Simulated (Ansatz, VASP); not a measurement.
One calculation of ZrC, two programs

INCAR

```
SYSTEM = ZrC
PREC = Accurate ; ENCUT = 520
EDIFF = 1E-6 ; ISMEAR = 0
SIGMA = 0.15 ; LREAL = .False.
LASPH = .True. ; NELM = 100
ALGO = Normal ; ISIF = 2
LWAVE = .False. ; LCHARG = .True.
GGA = PE ; LELF = .True.
LVHAR = .True. ; NBANDS = 15
```

Contents of KPOINTS:

```
Automatic mesh
0
Gamma
  18 18 18
  0 0 0
```

Contents of POSCAR:

```
ZrC
1.0
    0.0000000000      2.3149568500      2.3149568500
    2.3149568500      0.0000000000      2.3149568500
    2.3149568500      2.3149568500      0.0000000000
Zr C
1 1
Direct
    0.5000000000      0.5000000000      0.5000000000
    0.0000000000      0.0000000000      0.0000000000
```

Input for Ansatz:

```yaml
crystal:
  lattice:
    - [0.0, 2.31495685, 2.31495685]
    - [2.31495685, 0.0, 2.31495685]
    - [2.31495685, 2.31495685, 0.0]
  atoms:
    - { symbol: Zr, position: [0.5, 0.5, 0.5] }
    - { symbol: C, position: [0.0, 0.0, 0.0] }
basis:
  ecutwfc: 420
kpoints:
  mp_grid: { grid: [18, 18, 18] }
hamiltonian:
  xc: pbe
scf:
  occupations: { method: gaussian, width: 0.15 }
output:
  forces: true
  stress: true
  eigenvalues: true
```

Change from the starting cell: strain -0.015 along x and y, -0.015 along z, atoms carried along.

Alike in both runs: task single point; functional PBE; k mesh 18 × 18 × 18; occupations gaussian, width 0.15 eV; no spin polarisation.

```csv
,VASP,Ansatz
version,VASP 6.6.1,Ansatz 0.2.0
potentials or method,"VASP PAW PBE potentials, release 64 (Zr_sv, C), cutoff 520 eV","scalar-relativistic, plane waves, PAW"
valence electrons in the cell,16,16
```

|  | VASP | Ansatz | Ansatz less VASP |
| --- | --- | --- | --- |
| gap on the k mesh at the Fermi level (eV) | none | none | - |
| pressure (GPa) | 12.8 | 12.5 | -0.28 |

A gap of «none» marks a metal or a gap that the smearing closes. The functional is the same, so the differences come from potentials, cutoffs and numerics.
